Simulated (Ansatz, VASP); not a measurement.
Two plane-wave programs on HgTe

```
Hg Te
1.0
     0.00000    3.21500    3.21500
     3.21500    0.00000    3.21500
     3.21500    3.21500    0.00000
Hg Te
1 1
Cartesian
  0.0000 0.0000 0.0000
  4.8225 4.8225 4.8225
```

Alike in both runs: task single point; functional PBE; k mesh 6 × 6 × 6; occupations tetrahedron; no spin polarisation.

```csv
,VASP,Ansatz
version,VASP 6.6.1,Ansatz 0.2.0
potentials or method,"VASP PAW PBE potentials, release 64 (Hg, Te), cutoff 500 eV","PAW, plane waves, scalar-relativistic"
valence electrons in the cell,18,36
```

|  | VASP | Ansatz | Ansatz less VASP |
| --- | --- | --- | --- |
| pressure (GPa) | 4.7 | 4.6 | -0.08 |

VASP's potentials hold 18 valence electrons a cell and Ansatz's 36, so a difference there can come from the potentials and not from the codes. Ansatz's warnings: band table not solved further, tetrahedron derivatives may miss energy slope.

Neither program's run includes spin-orbit coupling.
